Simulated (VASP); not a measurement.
# Ga3Sb (P6mm) in VASP: further runs

Runs on Ga3Sb. Level: PBE. Tasks: single point, relaxation of cell and atoms.

All numbers are computed with VASP 6.6.1; they aren't measurements. Logs are shortened: lines on timing, memory, paths and dates and some standing lists are left out, and cuts for length are marked.

**1. The cell of the first run**

Symmetry: P6mm, No. 183, hexagonal system. Conventional cell: a = 5.069 Å, b = 5.069 Å, c = 4.626 Å, α = 90.00°, β = 90.00°, γ = 120.00°. Within 3.3 Å of Ga (site symmetry 2mm) lie 4 Ga at 2.53 Å and 2 Sb at 2.58 Å. Within 3.4 Å of Sb (site symmetry 6mm) lie 6 Ga at 2.58 Å.

**2. Single point, PBE**

Input file INCAR:

```
PREC = Accurate
ENCUT = 520
EDIFF = 1E-6
ISMEAR = 0
SIGMA = 0.1
LREAL = F
LASPH = T
NELM = 100
ALGO = Fast
ISIF = 2
LWAVE = F
LCHARG = F
GGA = PE
NBANDS = 30
```

Input file KPOINTS:

```
Automatic mesh
0
Gamma
  6 6 4
```

Input file POSCAR:

```
Ga3Sb
1.0
    5.0686151900      0.0000000000      0.0000000000
   -2.5343076000      4.3895495200      0.0000000000
    0.0000000000      0.0000000000      4.6256842400
Ga Sb
3 1
Direct
    0.5000000000      0.0000000000      0.2447805100
    0.0000000000      0.5000000000      0.2447805100
    0.5000000000      0.5000000000      0.2447805100
    0.0000000000      0.0000000000      0.1404091500
```

Potentials or basis: VASP PAW PBE potentials, release 64 (Ga_d, Sb).

The run is started by

```bash
> cat potpaw_PBE.64/Ga_d/POTCAR potpaw_PBE.64/Sb/POTCAR > POTCAR
> mpirun -np 1 vasp_std > vasp.out
```

OUTCAR:

```text
PREC = Accurate
   ENCUT = 520
   EDIFF = 1E-6
   ISMEAR = 0
   LREAL = F
   LASPH = T
   NELM = 100
   ISIF = 2
   GGA = PE

 ion  position               nearest neighbor table
   1  0.500  0.000  0.245-   2 2.53   2 2.53   3 2.53   3 2.53   4 2.58   4 2.58
   2  0.000  0.500  0.245-   3 2.53   3 2.53   1 2.53   1 2.53   4 2.58   4 2.58
   3  0.500  0.500  0.245-   2 2.53   2 2.53   1 2.53   1 2.53   4 2.58   4 2.58
   4  0.000  0.000  0.140-   1 2.58   1 2.58   3 2.58   3 2.58   2 2.58   2 2.58

  LATTYP: Found a hexagonal cell.
 ALAT       =     5.0686151900
 C/A-ratio  =     0.9126130248

  Lattice vectors:

 A1 = (   5.0686151900,   0.0000000000,   0.0000000000)
 A2 = (  -2.5343076000,   4.3895495200,   0.0000000000)
 A3 = (   0.0000000000,   0.0000000000,   4.6256842400)

Analysis of symmetry for initial positions (statically):
=====================================================================
 Subroutine PRICEL returns:
 Original cell was already a primitive cell.

 Routine SETGRP: Setting up the symmetry group for a
 hexagonal supercell.

 Subroutine GETGRP returns: Found 12 space group operations
 (whereof 12 operations were pure point group operations)
 out of a pool of 24 trial point group operations.

The static configuration has the point symmetry C_6v.

Analysis of symmetry for dynamics (positions and initial velocities):
=====================================================================
 Subroutine PRICEL returns:
 Original cell was already a primitive cell.

 Routine SETGRP: Setting up the symmetry group for a
 hexagonal supercell.

 Subroutine GETGRP returns: Found 12 space group operations
 (whereof 12 operations were pure point group operations)
 out of a pool of 24 trial point group operations.

The dynamic configuration has the point symmetry C_6v.

 Subroutine INISYM returns: Found 12 space group operations
 (whereof 12 operations are pure point group operations),
 and found     1 'primitive' translations

----------------------------------------------------------------------------------------

                                     Primitive cell

  volume of cell :     102.9166

  direct lattice vectors                    reciprocal lattice vectors
     5.068615190  0.000000000  0.000000000     0.197292547  0.113906905  0.000000000
    -2.534307600  4.389549520  0.000000000     0.000000000  0.227813810  0.000000000
     0.000000000  0.000000000  4.625684240     0.000000000  0.000000000  0.216184233

  length of vectors
     5.068615190  5.068615195  4.625684240     0.227813810  0.227813810  0.216184233

  position of ions in fractional coordinates (direct lattice)
     0.500000000  0.000000000  0.244780510
     0.000000000  0.500000000  0.244780510
     0.500000000  0.500000000  0.244780510
     0.000000000  0.000000000  0.140409150

  ion indices of the primitive-cell ions
   primitive index   ion index
                 1           1
                 2           2
                 3           3
                 4           4

----------------------------------------------------------------------------------------

 KPOINTS: Automatic mesh

Automatic generation of k-mesh.
 Grid dimensions read from file:
 generate k-points for:    6    6    4

 Generating k-lattice:

  Cartesian coordinates                     Fractional coordinates (reciprocal lattice)
     0.032882091  0.018984484  0.000000000     0.166666667  0.000000000  0.000000000
     0.000000000  0.037968968  0.000000000     0.000000000  0.166666667  0.000000000
     0.000000000  0.000000000  0.054046058     0.000000000  0.000000000  0.250000000

  Length of vectors
     0.037968968  0.037968968  0.054046058

  Shift w.r.t. Gamma in fractional coordinates (k-lattice)
     0.000000000  0.000000000  0.000000000

 Subroutine IBZKPT returns following result:
 ===========================================

 Found     21 irreducible k-points:

 Following reciprocal coordinates:
            Coordinates               Weight
  0.000000  0.000000  0.000000      1.000000
  0.166667 -0.000000  0.000000      6.000000
  0.333333  0.000000  0.000000      6.000000
  0.500000  0.000000  0.000000      3.000000
  0.166667  0.166667  0.000000      6.000000
  0.333333  0.166667  0.000000     12.000000
[... 13 lines left out ...]
  0.333333  0.166667  0.500000     12.000000
  0.333333  0.333333  0.500000      2.000000
   k-points           NKPTS =     21   k-points in BZ     NKDIM =     21   number of bands    NBANDS=     30
   number of dos      NEDOS =    301   number of ions     NIONS =      4
   total plane-waves  NPLWV =  57600
   dimension x,y,z NGX =    40 NGY =   40 NGZ =   36
   dimension x,y,z NGXF=    80 NGYF=   80 NGZF=   72
   ions per type =               3   1
   NGX,Y,Z   is equivalent  to a cutoff of  13.12, 13.12, 12.94 a.u.
   NGXF,Y,Z  is equivalent  to a cutoff of  26.24, 26.24, 25.88 a.u.
 SYSTEM =  unknown system
   PREC   = accura    normal or accurate (medium, high low for compatibility)
   ISTART =      0    job   : 0-new  1-cont  2-samecut
   ICHARG =      2    charge: 1-file 2-atom 10-const
   ISPIN  =      1    spin polarized calculation?
   LNONCOLLINEAR =      F non collinear calculations
   LSORBIT =      F    spin-orbit coupling
   LASPH  =      T    aspherical Exc in radial PAW
   ENCUT  =  520.0 eV  38.22 Ry    6.18 a.u.   9.42  9.42  8.60*2*pi/ulx,y,z
   NELM   =    100;   NELMIN=  2; NELMDL= -5     # of ELM steps
   EDIFF  = 0.1E-05   stopping-criterion for ELM
   LREAL  =      F    real-space projection
[... 7 lines left out ...]
   TEBEG  =    0.0;   TEEND  =   0.0 temperature during run
   PSTRESS=    0.0 pullay stress
   NELECT =      44.0000    total number of electrons
   NUPDOWN=      -1.0000    fix difference up-down
   EMIN   =  10.00;   EMAX   =-10.00  energy-range for DOS
   EFERMI =   0.00;   METHOD = LEGACY
   ISMEAR =     0;   SIGMA  =   0.10  broadening in eV -4-tet -1-fermi 0-gaus
   EFERMI_NEDOS =   21; number of points for ismear=-14 and -15
   IALGO  =     68    algorithm
   IMIX   =      4    mixing-type and parameters
     AMIX     =   0.40;   BMIX     =  1.00
     AMIX_MAG =   1.60;   BMIX_MAG =  1.00
  volume/ion in A,a.u.               =      25.73       173.63
  Fermi-wavevector in a.u.,A,eV,Ry     =   1.233286  2.330574 20.694401  1.520996
  Thomas-Fermi vector in A             =   2.368023
   LORBIT       =      0    0 simple, 1 ext, 2 COOP (PROOUT), +10 PAW based schemes
   GGA     = PE    functional components
   LHFCALC =     F    Hartree Fock is set to
   AEXX    =    0.0000 exact exchange contribution
   IVDW    =     0    specifies the selected vdW correction
   LEPSILON=     F    determine dielectric tensor
   LRPA    =     F    only Hartree local field effects (RPA)
 non-spin polarized calculation
 RMM-DIIS sequential band-by-band and
 Gauss-broadening in eV      SIGMA  =   0.10
  energy-cutoff  :      520.00
  volume of cell :      102.92
 maximum number of plane-waves:      2813
 NGX is ok and might be reduce to    40
   NGX = 19   NGY = 19   NGZ = 17

 number of electron      43.9999979 magnetization

 Free energy of the ion-electron system (eV)
  ---------------------------------------------------
  ext. energy  EPLUGINS =         0.00000000
  ---------------------------------------------------
  free energy    TOTEN  =        -9.29527373 eV

  energy without entropy =       -9.27980583  energy(sigma->0) =       -9.28753978

 E-fermi :   4.4643     XC(G=0):  -9.1537

 val. band max:        4.4438723325   @ k =   0.3333   0.0000   0.2500
 cond. band min:       4.4712818502   @ k =   0.3333   0.0000   0.2500
 fundamental gap:      0.0274095177
 Fermi energy:         4.4643427408

 k-point     1 :       0.0000    0.0000    0.0000
  band No.  band energies     occupation
      1     -11.3269      2.00000
      2     -11.1858      2.00000
      3     -11.1614      2.00000
      4     -11.1614      2.00000
      5     -10.9583      2.00000
      6     -10.8756      2.00000
[... 22 lines left out ...]
     29      10.8611      0.00000
     30      12.6412      0.00000

 k-point     2 :       0.1667   -0.0000    0.0000
  band No.  band energies     occupation
      1     -11.2814      2.00000
      2     -11.1647      2.00000
      3     -11.1251      2.00000
      4     -11.1145      2.00000
      5     -10.9389      2.00000
      6     -10.8737      2.00000
[... 22 lines left out ...]
     29      11.6587      0.00000
     30      11.6792      0.00000

 k-point     3 :       0.3333    0.0000    0.0000
  band No.  band energies     occupation
      1     -11.1789      2.00000
      2     -11.1405      2.00000
      3     -10.9944      2.00000
      4     -10.9859      2.00000
      5     -10.9059      2.00000
      6     -10.8502      2.00000
[... 22 lines left out ...]
     29       9.6025      0.00000
     30      10.0350      0.00000

 k-point     4 :       0.5000    0.0000    0.0000
  band No.  band energies     occupation
      1     -11.1657      2.00000
      2     -11.0370      2.00000
      3     -10.9425      2.00000
      4     -10.8863      2.00000
      5     -10.8381      2.00000
      6     -10.8246      2.00000
[... 22 lines left out ...]
     29       9.0294      0.00000
     30      10.8598      0.00000

 k-point     5 :       0.1667    0.1667    0.0000
  band No.  band energies     occupation
      1     -11.1982      2.00000
      2     -11.1300      2.00000
      3     -11.0948      2.00000
      4     -10.9944      2.00000
      5     -10.9059      2.00000
      6     -10.8710      2.00000
[... 22 lines left out ...]
     29      10.8859      0.00000
     30      11.0479      0.00000
[... 427 lines left out ...]
     29      11.0338      0.00000
     30      13.2875      0.00000

 k-point    19 :       0.1667    0.1667    0.5000
  band No.  band energies     occupation
      1     -11.1970      2.00000
      2     -11.1299      2.00000
      3     -11.0938      2.00000
      4     -10.9937      2.00000
      5     -10.9084      2.00000
      6     -10.8735      2.00000
[... 22 lines left out ...]
     29      12.2812      0.00000
     30      13.1441      0.00000

 k-point    20 :       0.3333    0.1667    0.5000
  band No.  band energies     occupation
      1     -11.1223      2.00000
      2     -11.0560      2.00000
      3     -10.9763      2.00000
      4     -10.9015      2.00000
      5     -10.8673      2.00000
      6     -10.8483      2.00000
[... 22 lines left out ...]
     29      11.4813      0.00000
     30      12.8712      0.00000

 k-point    21 :       0.3333    0.3333    0.5000
  band No.  band energies     occupation
      1     -11.0513      2.00000
      2     -10.9423      2.00000
      3     -10.9423      2.00000
      4     -10.9375      2.00000
      5     -10.9375      2.00000
      6     -10.8782      2.00000
[... 22 lines left out ...]
     29      11.8080      0.00000
     30      12.0119      0.00000

------------------------ aborting loop because EDIFF is reached ----------------------------------------

  FORCE on cell =-STRESS in cart. coord.  units (eV):
  Direction    XX          YY          ZZ          XY          YZ          ZX
  --------------------------------------------------------------------------------------
  -------------------------------------------------------------------------------------
  Total       18.2360827     18.2360828     -0.1228391     -0.0000000     -0.0000000      0.0000000
  in kB      283.8944350    283.8944355     -1.9123258     -0.0000003     -0.0000000      0.0000000
  external PRESSURE =     188.6255149 kB  Pullay stress =       0.0000000 kB

 VOLUME and BASIS-vectors are now :
 -----------------------------------------------------------------------------
  energy-cutoff  :      520.00
  volume of cell :      102.92
      direct lattice vectors                 reciprocal lattice vectors
     5.068615190  0.000000000  0.000000000     0.197292547  0.113906905  0.000000000
    -2.534307600  4.389549520  0.000000000     0.000000000  0.227813810  0.000000000
     0.000000000  0.000000000  4.625684240     0.000000000  0.000000000  0.216184233

 POSITION                                       TOTAL-FORCE (eV/Angst)
 -----------------------------------------------------------------------------------
      2.53431      0.00000      1.13228         0.000000     -0.000000      0.549832
     -1.26715      2.19477      1.13228         0.000000     -0.000000      0.549832
      1.26715      2.19477      1.13228         0.000000     -0.000000      0.549832
      0.00000      0.00000      0.64949        -0.000000      0.000000     -1.649497
 -----------------------------------------------------------------------------------
    total drift:                                0.000000      0.000001      0.001414

  FREE ENERGIE OF THE ION-ELECTRON SYSTEM (eV)
  ---------------------------------------------------
  free  energy   TOTEN  =        -9.2952737349 eV

  energy  without entropy=       -9.2798058263  energy(sigma->0) =       -9.28753978
```

It took 33 s on 1 thread of Intel Xeon 6975P-C (Granite Rapids), shared host; peak memory 0.25 GiB.

What came out:

* Free energy: -9.2953 eV
* Pressure: 18.9 GPa
* Largest force: 1.649 eV/Å
* Band gap on the k mesh: zero (band 22 reaches 6.37 eV, above the bottom of band 23 at 1.88 eV)

Forces in eV/Å, atoms in the order of the input:
```
Ga   0.000  0.000  0.550
Ga   0.000  0.000  0.550
Ga   0.000  0.000  0.550
Sb   0.000  0.000 -1.649
```

Stress tensor (GPa, compression positive):
```
28.39  0.00  0.00
 0.00 28.39  0.00
 0.00  0.00 -0.19
```

Caveat: spin-orbit coupling is left out, which moves the levels of the heavy elements; forces of over 1 eV/Å act on the atoms, so gaps and moduli don't describe the material at rest.

**3. Relaxation of cell and atoms, PBE**

Input file INCAR:

```
ALGO = Fast ; EDIFF = 1E-6
EDIFFG = -0.04 ; ENCUT = 600
GGA = PE ; IBRION = 2
ISIF = 3 ; ISMEAR = 0
LASPH = True ; LCHARG = False
LREAL = False ; LWAVE = False
NELM = 60 ; NSW = 90
PREC = Accurate ; SIGMA = 0.1
```

Input file KPOINTS:

```
k-points
0
Gamma
  6 6 4
```

POSCAR is that of step 2.

Potentials or basis: VASP PAW PBE potentials, release 64 (Ga_d, Sb).

The run is started by

```bash
> cat potpaw_PBE.64/Ga_d/POTCAR potpaw_PBE.64/Sb/POTCAR > POTCAR
> mpirun -np 1 vasp_std > vasp.out
```

It took 16 min on 1 thread of Intel Xeon 6975P-C (Granite Rapids), shared host; peak memory 0.3 GiB.

Results (log left out):

```
Free energy                            : -12.5191 eV
Relaxed volume                         : 22.46 Å³/atom
Relaxed cell                           : a = 5.638 Å, b = 5.638 Å, c = 3.264 Å, α = 90.00°, β = 90.00°, γ = 120.00°
Space group after relaxing (to 0.05 Å) : P6mm (No. 183)
Energy gained by relaxing              : 806.0 meV/atom
Ionic steps                            : 40
Pressure after relaxing                : -0.1 GPa
Largest force after relaxing           : 0.004 eV/Å
Band gap on the k mesh                 : zero (band 22 reaches 8.83 eV, above the bottom of band 23 at 3.91 eV)
```

Forces on the atoms (eV/Å):
```
Ga   0.000  0.000  0.001
Ga   0.000  0.000  0.001
Ga   0.000  0.000  0.001
Sb   0.000  0.000 -0.004
```

Stress tensor (GPa, compression positive):
```
-0.03  0.00  0.00
 0.00 -0.03  0.00
 0.00  0.00 -0.28
```

Step by step:
```
step  energy change (eV)  largest force (eV/Å)  pressure (GPa)  volume (Å³)
   1              0.0000                1.6494           18.85       102.92
   2             -1.6528                0.0066           -3.56       152.91
   3             -2.0199                0.1858           -0.26       131.66
   4             -2.0199                0.1721           -0.39       132.27
   5             -2.0282                0.1836           -0.45       131.12
   6             -2.0557                0.2167           -0.38       127.68
   7             -2.1268                0.3183           -0.41       120.83
   8             -2.5062                0.4883           -0.48       107.28
   9             -2.8376                0.2204            6.98        80.73
  10             -2.8076                0.5608            0.47        96.27
  11             -2.9765                0.4956            2.32        88.47
  12             -2.9765                0.3971            4.00        84.72
  13             -2.9855                0.4625            3.07        86.49
  14             -2.9895                0.4433            3.16        86.26
  15             -2.9968                0.3900            3.49        85.58
  16             -2.9973                0.3698            3.53        85.34
  17             -3.0035                0.3611            3.30        85.58
  18             -3.0202                0.3380            2.80        86.33
  19             -3.0455                0.2970            1.80        87.82
  20             -3.0659                0.2246            0.10        90.87
  21             -3.0659                0.2220            0.05        90.99
  22             -3.0677                0.2254            0.02        91.07
  23             -3.0722                0.2403           -0.08        91.32
  24             -3.0788                0.2720           -0.15        91.80
  25             -3.0861                0.3409           -0.51        92.76
  26             -3.0908                0.3440           -0.51        92.60
  27             -3.1050                0.3460           -0.21        92.11
  28             -3.1311                0.3268           -0.06        91.15
  29             -3.1771                0.2839            0.72        89.23
  30             -3.1710                0.0730            2.86        85.37
  31             -3.1946                0.1975            1.60        87.32
  32             -3.2018                0.1568            1.41        87.58
  33             -3.2145                0.0657            0.88        88.30
  34             -3.2137                0.0617            0.04        89.75
  35             -3.2179                0.0059            0.43        89.03
  36             -3.2209                0.0003            0.29        89.28
  37             -3.2242                0.0128           -0.34        89.93
  38             -3.2242                0.0054           -0.13        89.83
  39             -3.2242                0.0127           -0.23        89.87
  40             -3.2242                0.0043           -0.11        89.85
```

Final structure:
```
CELL_PARAMETERS angstrom
5.63803 0.00000 0.00000
-2.81902 4.88268 0.00000
0.00000 0.00000 3.26403
ATOMIC_POSITIONS crystal
Ga 0.50000 0.00000 0.33297
Ga 0.00000 0.50000 0.33297
Ga 0.50000 0.50000 0.33297
Sb 0.00000 0.00000 0.87584
```

Levels at points of the mesh, in eV from the Fermi level:
| k point | band 20 | band 21 | band 22 | band 23 | band 24 | band 25 |
| --- | --- | --- | --- | --- | --- | --- |
| (0.00, 0.00, 0.00) | -4.14 | -4.14 | -3.29 | 2.36 | 5.75 | 5.75 |
| (0.50, 0.00, 0.00) | -0.21 | -0.17 | 0.35 | 1.57 | 3.24 | 3.63 |
| (0.00, 0.00, 0.50) | -1.80 | -1.66 | -1.53 | -0.94 | -0.94 | 0.70 |
| (0.50, 0.00, 0.50) | -3.30 | -2.88 | -1.60 | -0.66 | 2.18 | 3.29 |

Caveat: spin-orbit coupling is left out, which moves the levels of the heavy elements.
